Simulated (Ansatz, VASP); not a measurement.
## One calculation of CuI, two programs

```
Cu I
1.0
     3.66139    0.00000    0.00000
     0.00000    3.66139    0.00000
     0.00000    0.00000    3.66139
Cu I
1 1
Cartesian
  0.0000 0.0000 0.0000
  1.8307 1.8307 1.8307
```

Alike in both runs: task single point; functional HSE06; k mesh 4 × 4 × 4; occupations fermi-dirac, width 0.02 eV; no spin polarisation.

|  | VASP | Ansatz |
| --- | --- | --- |
| version | VASP 6.6.1 | Ansatz 0.2.0 |
| potentials or method | VASP PAW PBE potentials, release 64 (Cu, I) | plane waves, PAW |
| plane-wave cutoff (eV) | 520 | 420 |
| valence electrons in the cell | 18 | 36 |

VASP gave:

| Item | Value |
| --- | --- |
| pressure (GPa) | 1.7 |

Task: What did Ansatz give for the same quantities?

Result: Pressure (GPa): 2.0.

With one functional, cell and mesh, what is left measures potentials, basis and numerics. VASP's potentials hold 18 valence electrons a cell and Ansatz's 36, so a difference there can come from the potentials and not from the codes. Ansatz's warnings: stress exchange threshold loose, stress scf threshold loose.

The k mesh is coarse, so the values compare programs but aren't converged. Spin-orbit coupling is off throughout.
